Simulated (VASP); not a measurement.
# Hf2Sc3N (P6/mmm) in VASP: single point with PBE

Aim: the single point of Hf2Sc3N with PBE.

Program: VASP 6.6.1. These are calculated values, not measurements. Logs are shortened: lines on timing, memory, paths and dates and some standing lists are left out, and cuts for length are marked.

## (1) The cell of the first run

Symmetry: P6/mmm, No. 191, hexagonal system. Conventional cell: a = 5.108 Å, b = 5.108 Å, c = 8.947 Å, α = 90.00°, β = 90.00°, γ = 120.00°. Within 2.6 Å of Hf (site symmetry 6mm) lie 1 N at 1.89 Å and 1 Sc at 2.58 Å. Sc (site symmetry -6m2) has 6 Sc at 2.95 Å and 6 Hf at 3.92 Å within 4.0 Å. Sc (site symmetry 6/mmm) has 2 Hf at 2.58 Å and 6 Sc at 2.95 Å within 3.4 Å. N (site symmetry 6/mmm) has 2 Hf at 1.89 Å within 2.5 Å.

The cell was built from a structure type or drawn by symmetry, and may not be a known phase.

## (2) Single point, PBE, collinear spin

Input file INCAR:

```
  PREC = Accurate
  ENCUT = 520
  EDIFF = 1E-6
  ISMEAR = 0
  SIGMA = 0.1
  LREAL = False
  LASPH = True
  NELM = 150
  ALGO = Normal
  ISIF = 2
  LWAVE = False
  LCHARG = True
  ISPIN = 2
  MAGMOM = 0 0 1 1 1 0
  LORBIT = 11
  LMAXMIX = 4
  GGA = PE
  LELF = True
  LVHAR = True
  NBANDS = 42
```

Input file KPOINTS:

```
regular mesh
0
Gamma
  6 6 2
```

Input file POSCAR:

```
Hf2Sc3N
1.0
    5.1084100543      0.0000000000      0.0000000000
   -2.5542050272      4.4240128800      0.0000000000
    0.0000000000      0.0000000000      8.9471665466
Hf Sc N
2 3 1
Direct
    0.0000000000      0.0000000000      0.7885513630
    0.0000000000      0.0000000000      0.2114486370
    0.3333333333      0.6666666667      0.5000000000
    0.6666666667      0.3333333333      0.5000000000
    0.0000000000      0.0000000000      0.5000000000
    0.0000000000      0.0000000000      0.0000000000
```

Potentials or basis: VASP PAW PBE potentials, release 64 (Hf_pv, Sc_sv, N).

Started as:

```
> cat potpaw_PBE.64/Hf_pv/POTCAR potpaw_PBE.64/Sc_sv/POTCAR potpaw_PBE.64/N/POTCAR > POTCAR
> mpirun -np 1 vasp_std > vasp.out
```

OUTCAR:

```text
PREC = Accurate
   ENCUT = 520
   EDIFF = 1E-6
   ISMEAR = 0
   LREAL = False
   LASPH = True
   NELM = 150
   ISIF = 2
   ISPIN = 2
   LORBIT = 11
   GGA = PE

 ion  position               nearest neighbor table
   1  0.000  0.000  0.789-   6 1.89   5 2.58   2 3.78
   2  0.000  0.000  0.211-   6 1.89   5 2.58   1 3.78
   3  0.333  0.667  0.500-   4 2.95   4 2.95   5 2.95   5 2.95   5 2.95   4 2.95
   4  0.667  0.333  0.500-   3 2.95   3 2.95   5 2.95   5 2.95   5 2.95   3 2.95
   5  0.000  0.000  0.500-   1 2.58   2 2.58   3 2.95   4 2.95   4 2.95   3 2.95   4 2.95   3 2.95

   6  0.000  0.000  0.000-   1 1.89   2 1.89

  LATTYP: Found a hexagonal cell.
 ALAT       =     5.1084100543
 C/A-ratio  =     1.7514581742

  Lattice vectors:

 A1 = (   5.1084100543,   0.0000000000,   0.0000000000)
 A2 = (  -2.5542050272,   4.4240128800,   0.0000000000)
 A3 = (   0.0000000000,   0.0000000000,   8.9471665466)

Analysis of symmetry for initial positions (statically):
=====================================================================
 Subroutine PRICEL returns:
 Original cell was already a primitive cell.

 Routine SETGRP: Setting up the symmetry group for a
 hexagonal supercell.

 Subroutine GETGRP returns: Found 24 space group operations
 (whereof 24 operations were pure point group operations)
 out of a pool of 24 trial point group operations.

The static configuration has the point symmetry D_6h.

Analysis of symmetry for dynamics (positions and initial velocities):
=====================================================================
 Subroutine PRICEL returns:
 Original cell was already a primitive cell.

 Routine SETGRP: Setting up the symmetry group for a
 hexagonal supercell.

 Subroutine GETGRP returns: Found 24 space group operations
 (whereof 24 operations were pure point group operations)
 out of a pool of 24 trial point group operations.

The dynamic configuration has the point symmetry D_6h.

Analysis of structural, dynamic, and magnetic symmetry:
=====================================================================
 Subroutine PRICEL returns:
 Original cell was already a primitive cell.

 Routine SETGRP: Setting up the symmetry group for a
 hexagonal supercell.

 Subroutine GETGRP returns: Found 24 space group operations
 (whereof 24 operations were pure point group operations)
 out of a pool of 24 trial point group operations.

The overall configuration has the point symmetry D_6h.

 Subroutine INISYM returns: Found 24 space group operations
 (whereof 24 operations are pure point group operations),
 and found     1 'primitive' translations

----------------------------------------------------------------------------------------

                                     Primitive cell

  volume of cell :     202.2030

  direct lattice vectors                    reciprocal lattice vectors
     5.108410054  0.000000000  0.000000000     0.195755624  0.113019562  0.000000000
    -2.554205027  4.424012880  0.000000000     0.000000000  0.226039125  0.000000000
     0.000000000  0.000000000  8.947166547     0.000000000  0.000000000  0.111767228

  length of vectors
     5.108410054  5.108410054  8.947166547     0.226039125  0.226039125  0.111767228

  position of ions in fractional coordinates (direct lattice)
     0.000000000  0.000000000  0.788551363
     0.000000000  0.000000000  0.211448637
     0.333333333  0.666666667  0.500000000
     0.666666667  0.333333333  0.500000000
     0.000000000  0.000000000  0.500000000
     0.000000000  0.000000000  0.000000000

  ion indices of the primitive-cell ions
   primitive index   ion index
                 1           1
                 2           2
                 3           3
                 4           4
                 5           5
                 6           6

----------------------------------------------------------------------------------------

 KPOINTS: regular mesh

Automatic generation of k-mesh.
 Grid dimensions read from file:
 generate k-points for:    6    6    2

 Generating k-lattice:

[... 31 lines left out ...]
  0.333333  0.333333  0.500000      2.000000
   k-points           NKPTS =     14   k-points in BZ     NKDIM =     14   number of bands    NBANDS=     42
   number of dos      NEDOS =    301   number of ions     NIONS =      6
   total plane-waves  NPLWV = 112000
   dimension x,y,z NGX =    40 NGY =   40 NGZ =   70
   dimension x,y,z NGXF=    80 NGYF=   80 NGZF=  140
   ions per type =               2   3   1
   NGX,Y,Z   is equivalent  to a cutoff of  13.02, 13.02, 13.01 a.u.
   NGXF,Y,Z  is equivalent  to a cutoff of  26.03, 26.03, 26.01 a.u.
 SYSTEM =  unknown system
   PREC   = accura    normal or accurate (medium, high low for compatibility)
   ISTART =      0    job   : 0-new  1-cont  2-samecut
   ICHARG =      2    charge: 1-file 2-atom 10-const
   ISPIN  =      2    spin polarized calculation?
   LNONCOLLINEAR =      F non collinear calculations
   LSORBIT =      F    spin-orbit coupling
   LASPH  =      T    aspherical Exc in radial PAW
   ENCUT  =  520.0 eV  38.22 Ry    6.18 a.u.   9.50  9.50 16.64*2*pi/ulx,y,z
   NELM   =    150;   NELMIN=  2; NELMDL= -5     # of ELM steps
   EDIFF  = 0.1E-05   stopping-criterion for ELM
   LREAL  =      F    real-space projection
   EDIFFG = 0.1E-04   stopping-criterion for IOM
   NSW    =      0    number of steps for IOM
   IBRION =     -1    ionic relax: 0-MD 1-quasi-New 2-CG
   NFREE  =      0    steps in history (QN), initial steepest desc. (CG)
   ISIF   =      2    stress and relaxation
   ISYM   =      2    0-nonsym 1-usesym 2-fastsym
   POTIM  = 0.5000    time-step for ionic-motion
   TEBEG  =    0.0;   TEEND  =   0.0 temperature during run
   PSTRESS=    0.0 pullay stress
   NELECT =      58.0000    total number of electrons
   NUPDOWN=      -1.0000    fix difference up-down
   EMIN   =  10.00;   EMAX   =-10.00  energy-range for DOS
   EFERMI =   0.00;   METHOD = LEGACY
   ISMEAR =     0;   SIGMA  =   0.10  broadening in eV -4-tet -1-fermi 0-gaus
   EFERMI_NEDOS =   21; number of points for ismear=-14 and -15
   IALGO  =     38    algorithm
   IMIX   =      4    mixing-type and parameters
     AMIX     =   0.40;   BMIX     =  1.00
     AMIX_MAG =   1.60;   BMIX_MAG =  1.00
  volume/ion in A,a.u.               =      33.70       227.42
  Fermi-wavevector in a.u.,A,eV,Ry     =   1.079663  2.040268 15.859937  1.165673
  Thomas-Fermi vector in A             =   2.215634
   LORBIT       =     11    0 simple, 1 ext, 2 COOP (PROOUT), +10 PAW based schemes
   GGA     = PE    functional components
   LHFCALC =     F    Hartree Fock is set to
   AEXX    =    0.0000 exact exchange contribution
   IVDW    =     0    specifies the selected vdW correction
   LEPSILON=     F    determine dielectric tensor
   LRPA    =     F    only Hartree local field effects (RPA)
 spin polarized calculation
 Gauss-broadening in eV      SIGMA  =   0.10
  energy-cutoff  :      520.00
  volume of cell :      202.20
 maximum number of plane-waves:      5494
 NGX is ok and might be reduce to    40
   NGX = 19   NGY = 19   NGZ = 33

 number of electron      58.0000001 magnetization       0.0032154

 number of electron      58.0000001 magnetization      -0.0029348

 Free energy of the ion-electron system (eV)
  ---------------------------------------------------
  ext. energy  EPLUGINS =         0.00000000
  ---------------------------------------------------
  free energy    TOTEN  =       -41.38585078 eV

  energy without entropy =      -41.34157914  energy(sigma->0) =      -41.36371496

 E-fermi :   1.3530     XC(G=0):  -8.0075

 val. band max:        1.3521767037   @ k =   0.0000   0.0000   0.5000
 cond. band min:       1.3642242997   @ k =   0.0000   0.0000   0.0000
 fundamental gap:      0.0120475960
 Fermi energy:         1.3530102292

 spin component 1

 k-point     1 :       0.0000    0.0000    0.0000
  band No.  band energies     occupation
      1     -48.1402      1.00000
      2     -48.0354      1.00000
      3     -47.3552      1.00000
      4     -30.6423      1.00000
      5     -30.6423      1.00000
      6     -30.6355      1.00000
[... 605 lines left out ...]
     40       3.7174      0.00000
     41       3.7746      0.00000
 Fermi energy:         1.3530102292

 spin component 2

 k-point     1 :       0.0000    0.0000    0.0000
  band No.  band energies     occupation
      1     -48.1407      1.00000
      2     -48.0359      1.00000
      3     -47.3556      1.00000
      4     -30.6424      1.00000
      5     -30.6424      1.00000
      6     -30.6356      1.00000
[... 605 lines left out ...]
     40       3.7172      0.00000
     41       3.7743      0.00000
 [bands above 41 left out]

------------------------ aborting loop because EDIFF is reached ----------------------------------------

  FORCE on cell =-STRESS in cart. coord.  units (eV):
  Direction    XX          YY          ZZ          XY          YZ          ZX
  --------------------------------------------------------------------------------------
  -------------------------------------------------------------------------------------
  Total        0.0870759      0.0870759     -0.0743807     -0.0000000     -0.0000000      0.0000000
  in kB        0.6899553      0.6899553     -0.5893638     -0.0000000     -0.0000000      0.0000000
  external PRESSURE =       0.2635156 kB  Pullay stress =       0.0000000 kB

 VOLUME and BASIS-vectors are now :
 -----------------------------------------------------------------------------
  energy-cutoff  :      520.00
  volume of cell :      202.20
      direct lattice vectors                 reciprocal lattice vectors
     5.108410054  0.000000000  0.000000000     0.195755624  0.113019562  0.000000000
    -2.554205027  4.424012880  0.000000000     0.000000000  0.226039125  0.000000000
     0.000000000  0.000000000  8.947166547     0.000000000  0.000000000  0.111767228

 POSITION                                       TOTAL-FORCE (eV/Angst)
 -----------------------------------------------------------------------------------
      0.00000      0.00000      7.05530         0.000000     -0.000000      0.038878
      0.00000      0.00000      1.89187         0.000000      0.000000     -0.038878
     -0.00000      2.94934      4.47358         0.000000     -0.000000      0.000000
      2.55421      1.47467      4.47358        -0.000000      0.000000     -0.000000
      0.00000      0.00000      4.47358         0.000000      0.000000      0.000000
      0.00000      0.00000      0.00000         0.000000      0.000000      0.000000
 -----------------------------------------------------------------------------------
    total drift:                                0.000000      0.000000      0.000000

  FREE ENERGIE OF THE ION-ELECTRON SYSTEM (eV)
  ---------------------------------------------------
  free  energy   TOTEN  =       -41.3858507824 eV

  energy  without entropy=      -41.3415791362  energy(sigma->0) =      -41.36371496

 total charge

# of ion       s       p       d       tot
------------------------------------------
    1        0.402   6.293   1.537   8.232
    2        0.402   6.293   1.537   8.232
    3        2.288   6.069   1.097   9.454
    4        2.288   6.069   1.097   9.454
    5        2.336   6.137   1.376   9.848
    6        1.295   2.464   0.000   3.759
--------------------------------------------------
tot          9.010  33.325   6.643  48.979

 magnetization (x)

# of ion       s       p       d       tot
------------------------------------------
    1       -0.000   0.000  -0.000  -0.000
    2       -0.000   0.000  -0.000  -0.000
    3       -0.000  -0.000  -0.000  -0.001
    4       -0.000  -0.000  -0.000  -0.001
    5       -0.000  -0.000  -0.000  -0.000
    6        0.000  -0.000   0.000  -0.000
--------------------------------------------------
tot         -0.000  -0.000  -0.001  -0.002
```

Wall time 6.5 min (1 thread of Intel Xeon Platinum 8375C at 2.90GHz (Ice Lake), shared host); peak memory 0.51 GiB.

Results:

* Free energy: -41.3859 eV
* Pressure: 0.0 GPa
* Largest force: 0.039 eV/Å
* Band gap on the k mesh: zero (filled and empty bands overlap)
* Net moment: 0.00 μB per cell
* Valence electrons inside the program's atomic spheres: Hf 8.23; Sc 9.45, 9.85 (each value once); N 3.76

Forces in eV/Å, atoms in the order of the input:
```
Hf   0.000  0.000  0.039
Hf   0.000  0.000 -0.039
Sc   0.000  0.000  0.000
Sc   0.000  0.000  0.000
Sc   0.000  0.000  0.000
N    0.000  0.000  0.000
```

Caveat: spin-orbit coupling is left out, which moves the levels of the heavy elements.
